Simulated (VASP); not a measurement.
# TiO2 (I4_1/amd) in VASP: single point with PBE+U

Aim: the single point of TiO2 with PBE+U.

Program: VASP 6.6.1. These are calculated values, not measurements. Logs are shortened: lines on timing, memory, paths and dates and some standing lists are left out, and cuts for length are marked.

### 1 The cell of the first run

It takes space group I4_1/amd (No. 141, tetragonal). The conventional cell has a = 3.785 Å, b = 3.785 Å, c = 9.514 Å, α = 90.00°, β = 90.00°, γ = 90.00°. Ti (site symmetry -4m2) has 6 O at 1.94 to 1.97 Å within 2.6 Å. O (site symmetry 2mm) has 3 Ti at 1.94 to 1.97 Å and 2 O at 2.45 Å within 2.6 Å.

### 2 Single point, PBE+U, collinear spin

The input, INCAR:

```
PREC = Accurate
ENCUT = 520
EDIFF = 1E-6
ISMEAR = 0
SIGMA = 0.1
LREAL = False
LASPH = True
NELM = 150
ALGO = Normal
ISIF = 2
LWAVE = False
LCHARG = False
ISPIN = 2
MAGMOM = 1 1 0 0 0 0
LORBIT = 11
LMAXMIX = 4
LDAU = True
LDAUTYPE = 2
LDAUL = 2 -1
LDAUU = 4 0
LDAUJ = 0 0
LDAUPRINT = 1
GGA = PE
NBANDS = 37
```

The input, KPOINTS:

```
Automatic mesh
0
Gamma
  6 6 6
```

The input, POSCAR:

```
TiO2
1.0
   -1.8925000000      1.8925000000      4.7570000000
    1.8925000000     -1.8925000000      4.7570000000
    1.8925000000      1.8925000000     -4.7570000000
Ti O
2 4
Direct
    0.0000000000      0.0000000000      0.0000000000
    0.7500000000      0.2500000000      0.5000000000
    0.2066000000      0.2066000000      0.0000000000
    0.9566000000      0.4566000000      0.5000000000
    0.5434000000      0.0434000000      0.5000000000
    0.7934000000      0.7934000000      0.0000000000
```

Potentials or basis: VASP PAW PBE potentials, release 64 (Ti_sv, O).

Started as:

```console
cat potpaw_PBE.64/Ti_sv/POTCAR potpaw_PBE.64/O/POTCAR > POTCAR
mpirun -np 1 vasp_std > vasp.out
```

OUTCAR:

```text
PREC = Accurate
   ENCUT = 520
   EDIFF = 1E-6
   ISMEAR = 0
   LREAL = False
   LASPH = True
   NELM = 150
   ISIF = 2
   ISPIN = 2
   LORBIT = 11
   GGA = PE

 ion  position               nearest neighbor table
   1  0.000  0.000  0.000-   5 1.94   4 1.94   5 1.94   4 1.94   3 1.97   6 1.97
   2  0.750  0.250  0.500-   6 1.94   3 1.94   6 1.94   3 1.94   4 1.97   5 1.97
   3  0.207  0.207  0.000-   2 1.94   2 1.94   1 1.97
   4  0.957  0.457  0.500-   1 1.94   1 1.94   2 1.97
   5  0.543  0.043  0.500-   1 1.94   1 1.94   2 1.97
   6  0.793  0.793  0.000-   2 1.94   2 1.94   1 1.97

  LATTYP: Found a body centered tetragonal cell.
 ALAT       =     3.7850000000
 C/A-ratio  =     2.5136063408

  Lattice vectors:

 A1 = (  -1.8925000000,   1.8925000000,   4.7570000000)
 A2 = (   1.8925000000,  -1.8925000000,   4.7570000000)
 A3 = (   1.8925000000,   1.8925000000,  -4.7570000000)

Analysis of symmetry for initial positions (statically):
=====================================================================
 Subroutine PRICEL returns:
 Original cell was already a primitive cell.

 Routine SETGRP: Setting up the symmetry group for a
 body centered tetragonal supercell.

 Subroutine GETGRP returns: Found 16 space group operations
 (whereof  8 operations were pure point group operations)
 out of a pool of 16 trial point group operations.

The static configuration has the point symmetry D_2d.
 The point group associated with its full space group is D_4h.

Analysis of symmetry for dynamics (positions and initial velocities):
=====================================================================
 Subroutine PRICEL returns:
 Original cell was already a primitive cell.

 Routine SETGRP: Setting up the symmetry group for a
 body centered tetragonal supercell.

 Subroutine GETGRP returns: Found 16 space group operations
 (whereof  8 operations were pure point group operations)
 out of a pool of 16 trial point group operations.

The dynamic configuration has the point symmetry D_2d.
 The point group associated with its full space group is D_4h.

Analysis of structural, dynamic, and magnetic symmetry:
=====================================================================
 Subroutine PRICEL returns:
 Original cell was already a primitive cell.

 Routine SETGRP: Setting up the symmetry group for a
 body centered tetragonal supercell.

 Subroutine GETGRP returns: Found 16 space group operations
 (whereof  8 operations were pure point group operations)
 out of a pool of 16 trial point group operations.

The overall configuration has the point symmetry D_2d.
 The point group associated with its full space group is D_4h.

 Subroutine INISYM returns: Found 16 space group operations
 (whereof  8 operations are pure point group operations),
 and found     1 'primitive' translations

----------------------------------------------------------------------------------------

                                     Primitive cell

  volume of cell :      68.1499

  direct lattice vectors                    reciprocal lattice vectors
    -1.892500000  1.892500000  4.757000000     0.000000000  0.264200793  0.105108262
     1.892500000 -1.892500000  4.757000000     0.264200793  0.000000000  0.105108262
     1.892500000  1.892500000 -4.757000000     0.264200793  0.264200793  0.000000000

  length of vectors
     5.458219627  5.458219627  5.458219627     0.284341002  0.284341002  0.373636344

  position of ions in fractional coordinates (direct lattice)
     0.000000000  0.000000000  0.000000000
     0.750000000  0.250000000  0.500000000
     0.206600000  0.206600000  0.000000000
     0.956600000  0.456600000  0.500000000
     0.543400000  0.043400000  0.500000000
     0.793400000  0.793400000  0.000000000

  ion indices of the primitive-cell ions
   primitive index   ion index
                 1           1
                 2           2
                 3           3
                 4           4
                 5           5
                 6           6

----------------------------------------------------------------------------------------

 KPOINTS: Automatic mesh
[... 100 lines left out ...]
   IVDW    =     0    specifies the selected vdW correction
   LEPSILON=     F    determine dielectric tensor
   LRPA    =     F    only Hartree local field effects (RPA)
 spin polarized calculation
 Gauss-broadening in eV      SIGMA  =   0.10
  energy-cutoff  :      520.00
  volume of cell :       68.15
 maximum number of plane-waves:      1850
 NGX is ok and might be reduce to    42
   NGX = 21   NGY = 21   NGZ = 21

 number of electron      47.9999998 magnetization      -0.0000002

atom =   1  type =  1  l = 2

 onsite density matrix

spin component  1

  0.1039  0.0000 -0.0000  0.0000 -0.0000
  0.0000  0.1036  0.0000 -0.0000  0.0000
 -0.0000  0.0000  0.2581 -0.0000 -0.0000
  0.0000 -0.0000 -0.0000  0.1036 -0.0000
 -0.0000  0.0000 -0.0000 -0.0000  0.2516

spin component  2

  0.1039  0.0000 -0.0000  0.0000 -0.0000
  0.0000  0.1036  0.0000 -0.0000  0.0000
 -0.0000  0.0000  0.2581 -0.0000 -0.0000
  0.0000 -0.0000 -0.0000  0.1036 -0.0000
 -0.0000  0.0000 -0.0000 -0.0000  0.2516

 occupancies and eigenvectors

  o =  0.1036  v =  0.0000 -0.8253 -0.0000 -0.5647  0.0000  0.0000  0.0000  0.0000  0.0000  0.0000      0.0000  0.0000  0.0000  0.0000  0.0000  0.0000  0.0000  0.0000  0.0000  0.0000
  o =  0.1036  v =  0.0000 -0.5647 -0.0000  0.8253  0.0000  0.0000  0.0000  0.0000  0.0000  0.0000      0.0000  0.0000  0.0000  0.0000  0.0000  0.0000  0.0000  0.0000  0.0000  0.0000
  o =  0.1036  v =  0.0000  0.0000  0.0000  0.0000  0.0000  0.0000 -0.8868  0.0000  0.4622  0.0000      0.0000  0.0000  0.0000  0.0000  0.0000  0.0000  0.0000  0.0000  0.0000  0.0000
  o =  0.1036  v =  0.0000  0.0000  0.0000  0.0000  0.0000  0.0000 -0.4622 -0.0000 -0.8868 -0.0000      0.0000  0.0000  0.0000  0.0000  0.0000  0.0000  0.0000  0.0000  0.0000  0.0000
  o =  0.1039  v =  1.0000  0.0000  0.0000  0.0000  0.0000  0.0000  0.0000  0.0000  0.0000  0.0000      0.0000  0.0000  0.0000  0.0000  0.0000  0.0000  0.0000  0.0000  0.0000  0.0000
  o =  0.1039  v =  0.0000  0.0000  0.0000  0.0000  0.0000  1.0000  0.0000  0.0000  0.0000  0.0000      0.0000  0.0000  0.0000  0.0000  0.0000  0.0000  0.0000  0.0000  0.0000  0.0000
  o =  0.2516  v =  0.0000 -0.0000  0.0000  0.0000  1.0000  0.0000  0.0000  0.0000  0.0000  0.0000      0.0000  0.0000  0.0000  0.0000  0.0000  0.0000  0.0000  0.0000  0.0000  0.0000
  o =  0.2516  v =  0.0000  0.0000  0.0000  0.0000  0.0000  0.0000  0.0000 -0.0000 -0.0000  1.0000      0.0000  0.0000  0.0000  0.0000  0.0000  0.0000  0.0000  0.0000  0.0000  0.0000
  o =  0.2581  v =  0.0000  0.0000 -1.0000 -0.0000  0.0000  0.0000  0.0000  0.0000  0.0000  0.0000      0.0000  0.0000  0.0000  0.0000  0.0000  0.0000  0.0000  0.0000  0.0000  0.0000
  o =  0.2581  v =  0.0000  0.0000  0.0000  0.0000  0.0000  0.0000 -0.0000 -1.0000  0.0000 -0.0000      0.0000  0.0000  0.0000  0.0000  0.0000  0.0000  0.0000  0.0000  0.0000  0.0000

atom =   2  type =  1  l = 2

 onsite density matrix

spin component  1

  0.1039  0.0000 -0.0000  0.0000  0.0000
  0.0000  0.1036  0.0000 -0.0000  0.0000
 -0.0000  0.0000  0.2581 -0.0000 -0.0000
  0.0000 -0.0000 -0.0000  0.1036 -0.0000
  0.0000  0.0000 -0.0000 -0.0000  0.2516

spin component  2

  0.1039  0.0000 -0.0000  0.0000  0.0000
  0.0000  0.1036  0.0000 -0.0000  0.0000
 -0.0000  0.0000  0.2581 -0.0000 -0.0000
  0.0000 -0.0000 -0.0000  0.1036 -0.0000
  0.0000  0.0000 -0.0000 -0.0000  0.2516

 occupancies and eigenvectors

  o =  0.1036  v =  0.0000  0.5346  0.0000 -0.8451 -0.0000  0.0000  0.0000  0.0000  0.0000  0.0000      0.0000  0.0000  0.0000  0.0000  0.0000  0.0000  0.0000  0.0000  0.0000  0.0000
  o =  0.1036  v =  0.0000 -0.8451 -0.0000 -0.5346  0.0000  0.0000  0.0000  0.0000  0.0000  0.0000      0.0000  0.0000  0.0000  0.0000  0.0000  0.0000  0.0000  0.0000  0.0000  0.0000
  o =  0.1036  v =  0.0000  0.0000  0.0000  0.0000  0.0000  0.0000 -0.6813  0.0000 -0.7320 -0.0000      0.0000  0.0000  0.0000  0.0000  0.0000  0.0000  0.0000  0.0000  0.0000  0.0000
  o =  0.1036  v =  0.0000  0.0000  0.0000  0.0000  0.0000  0.0000  0.7320  0.0000 -0.6813  0.0000      0.0000  0.0000  0.0000  0.0000  0.0000  0.0000  0.0000  0.0000  0.0000  0.0000
  o =  0.1039  v =  1.0000  0.0000  0.0000  0.0000  0.0000  0.0000  0.0000  0.0000  0.0000  0.0000      0.0000  0.0000  0.0000  0.0000  0.0000  0.0000  0.0000  0.0000  0.0000  0.0000
  o =  0.1039  v =  0.0000  0.0000  0.0000  0.0000  0.0000  1.0000  0.0000  0.0000  0.0000  0.0000      0.0000  0.0000  0.0000  0.0000  0.0000  0.0000  0.0000  0.0000  0.0000  0.0000
  o =  0.2516  v =  0.0000  0.0000 -0.0000  0.0000  1.0000  0.0000  0.0000  0.0000  0.0000  0.0000      0.0000  0.0000  0.0000  0.0000  0.0000  0.0000  0.0000  0.0000  0.0000  0.0000
  o =  0.2516  v =  0.0000  0.0000  0.0000  0.0000  0.0000  0.0000 -0.0000  0.0000 -0.0000  1.0000      0.0000  0.0000  0.0000  0.0000  0.0000  0.0000  0.0000  0.0000  0.0000  0.0000
  o =  0.2581  v =  0.0000 -0.0000  1.0000  0.0000  0.0000  0.0000  0.0000  0.0000  0.0000  0.0000      0.0000  0.0000  0.0000  0.0000  0.0000  0.0000  0.0000  0.0000  0.0000  0.0000
  o =  0.2581  v =  0.0000  0.0000  0.0000  0.0000  0.0000  0.0000 -0.0000  1.0000  0.0000 -0.0000      0.0000  0.0000  0.0000  0.0000  0.0000  0.0000  0.0000  0.0000  0.0000  0.0000

 number of electron      47.9999998 magnetization       0.0000095

 Free energy of the ion-electron system (eV)
  ---------------------------------------------------
  ext. energy  EPLUGINS =         0.00000000
  ---------------------------------------------------
  free energy    TOTEN  =       -48.33410293 eV

  energy without entropy =      -48.33410293  energy(sigma->0) =      -48.33410293

 E-fermi :   4.0865     XC(G=0): -10.7427

 val. band max:        3.5584401870   @ k =   0.5000   0.5000   0.0000
 cond. band min:       6.3426344425   @ k =   0.0000   0.0000   0.0000
 fundamental gap:      2.7841942555
 Fermi energy:         4.0864645179

 spin component 1

 k-point     1 :       0.0000    0.0000    0.0000
  band No.  band energies     occupation
      1     -53.7171      1.00000
      2     -53.6587      1.00000
      3     -30.1317      1.00000
      4     -29.8967      1.00000
      5     -29.8967      1.00000
      6     -29.8275      1.00000
[... 1865 lines left out ...]
     35      11.8720      0.00000
     36      14.7744      0.00000

 [... further k-points ...]

 [bands above 36 left out]

------------------------ aborting loop because EDIFF is reached ----------------------------------------

  FORCE on cell =-STRESS in cart. coord.  units (eV):
  Direction    XX          YY          ZZ          XY          YZ          ZX
  --------------------------------------------------------------------------------------
  -------------------------------------------------------------------------------------
  Total        5.6315759      5.6315759      6.8152500      0.0000000      0.0000000      0.0000000
  in kB      132.3962265    132.3962265    160.2239585      0.0000000      0.0000000      0.0000000
  external PRESSURE =     141.6721371 kB  Pullay stress =       0.0000000 kB

 VOLUME and BASIS-vectors are now :
 -----------------------------------------------------------------------------
  energy-cutoff  :      520.00
  volume of cell :       68.15
      direct lattice vectors                 reciprocal lattice vectors
    -1.892500000  1.892500000  4.757000000     0.000000000  0.264200793  0.105108262
     1.892500000 -1.892500000  4.757000000     0.264200793  0.000000000  0.105108262
     1.892500000  1.892500000 -4.757000000     0.264200793  0.264200793  0.000000000

 POSITION                                       TOTAL-FORCE (eV/Angst)
 -----------------------------------------------------------------------------------
      0.00000      0.00000      0.00000        -0.000000     -0.000000      0.000000
      0.00000      1.89250      2.37850        -0.000000     -0.000000     -0.000000
      0.00000      0.00000      1.96559         0.000000     -0.000000      0.485020
      0.00000      1.89250      4.34409        -0.000000      0.000000      0.485020
      0.00000      1.89250      0.41291        -0.000000      0.000000     -0.485020
      0.00000      0.00000      7.54841         0.000000     -0.000000     -0.485020
 -----------------------------------------------------------------------------------
    total drift:                                0.000000     -0.000000     -0.000000

  FREE ENERGIE OF THE ION-ELECTRON SYSTEM (eV)
  ---------------------------------------------------
  free  energy   TOTEN  =       -48.3341029327 eV

  energy  without entropy=      -48.3341029327  energy(sigma->0) =      -48.33410293

 total charge

# of ion       s       p       d       tot
------------------------------------------
    1        2.238   6.323   1.613  10.173
    2        2.238   6.323   1.613  10.173
    3        1.571   3.539   0.000   5.110
    4        1.571   3.539   0.000   5.110
    5        1.571   3.539   0.000   5.110
    6        1.571   3.539   0.000   5.110
--------------------------------------------------
tot         10.759  26.803   3.225  40.788

 magnetization (x)

# of ion       s       p       d       tot
------------------------------------------
    1        0.000   0.000   0.000   0.000
    2        0.000   0.000   0.000   0.000
    3        0.000  -0.000   0.000  -0.000
    4        0.000  -0.000   0.000  -0.000
    5        0.000  -0.000   0.000  -0.000
    6        0.000  -0.000   0.000  -0.000
--------------------------------------------------
tot          0.000  -0.000   0.000   0.000
```

It took 8.5 min on 1 thread of Intel Xeon 8259CL, shared host; peak memory 0.37 GiB.

Results:

```
Free energy                                           : -48.3341 eV
Pressure                                              : 14.2 GPa
Largest force                                         : 0.485 eV/Å
Band gap on the k mesh                                : 2.78 eV (least direct gap 3.07 eV)
Net moment                                            : 0.00 μB per cell
Valence electrons inside the program's atomic spheres : Ti 10.17; O 5.11
```

Forces on the atoms (eV/Å):
```
Ti   0.000  0.000  0.000
Ti   0.000  0.000  0.000
O    0.000  0.000  0.485
O    0.000  0.000  0.485
O    0.000  0.000 -0.485
O    0.000  0.000 -0.485
```

Stress tensor (GPa, compression positive):
```
13.24  0.00  0.00
 0.00 13.24  0.00
 0.00  0.00 16.02
```

Eigenvalues of the final occupation matrices:
| site | spin | trace | eigenvalues |
| --- | --- | --- | --- |
| site 1 d | 1 | 0.82 | 0.10 0.10 0.10 0.25 0.26 |
| site 1 d | 2 | 0.82 | 0.10 0.10 0.10 0.25 0.26 |
| site 2 d | 1 | 0.82 | 0.10 0.10 0.10 0.25 0.26 |
| site 2 d | 2 | 0.82 | 0.10 0.10 0.10 0.25 0.26 |

Caveat: the cell stands under pressure. A k mesh can miss the band edges.
